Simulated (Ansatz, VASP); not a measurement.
Two plane-wave programs on Al

```
Al
1.0
     2.82708    0.00000    0.00000
    -1.41354    2.44832    0.00000
     0.00000    0.00000    9.18599
Al
4
Direct
  0.00000 0.00000 0.00000
  0.33333 0.66667 0.25000
  0.00000 0.00000 0.50000
  0.66667 0.33333 0.75000
```

Alike in both runs: task single point; functional LDA; k mesh 4 × 4 × 1; no spin polarisation.

|  | VASP | Ansatz |
| --- | --- | --- |
| version | VASP 6.6.1 | Ansatz 0.2.0 |
| potentials or method | VASP PAW LDA potentials, release 64 (Al), cutoff 520 eV | plane waves, PAW |
| occupations | methfessel-paxton of order 1, width 0.05 eV | cold, width 0.05 eV |
| valence electrons in the cell | 12 | 12 |

```csv
,VASP,Ansatz,Ansatz less VASP
pressure (GPa),0.4,0.3,-0.18
"traceless stress, the component that is largest in VASP (GPa)",7.00,7.21,+0.211
```

LDA's correlation is that of Perdew and Zunger in VASP and of Perdew and Wang (1992) in Ansatz.

The k mesh is coarse, so the values compare programs but aren't converged.
